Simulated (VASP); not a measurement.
Input of a VASP 6.6.1 run:

The input INCAR:

```
SYSTEM = PbSe
ALGO = Normal ; EDIFF = 1E-6
ENCUT = 520 ; GGA = CA
ISIF = 2 ; ISMEAR = -1
LASPH = .True. ; LCHARG = .False.
LREAL = .False. ; LWAVE = .False.
NBANDS = 17 ; NELM = 60
PREC = Accurate ; SIGMA = 0.05
```

KPOINTS

```
k-points
0
Gamma
  14 14 14
  0 0 0
```

The input POSCAR:

```
PbSe
1.0
    0.0000000000      2.8497874672      2.8497874672
    2.8497874672      0.0000000000      2.8497874672
    2.8497874672      2.8497874672      0.0000000000
Pb Se
1 1
Direct
    0.0000000000      0.0000000000      0.0000000000
    0.5000000000      0.5000000000      0.5000000000
```

Potentials or basis: VASP PAW LDA potentials, release 64 (Pb_d, Se).

The run is started by

```console
$ cat potpaw_LDA.64/Pb_d/POTCAR potpaw_LDA.64/Se/POTCAR > POTCAR
$ mpirun -np 1 vasp_std > vasp.out
```

Q: What does it give for the band gap on the k mesh?

A: 0.34 eV, direct.

Q: Estimate the pressure.

A: 15.2 GPa.

Caveat: spin-orbit coupling is left out, which moves the levels of the heavy elements. A k mesh can miss the band edges.
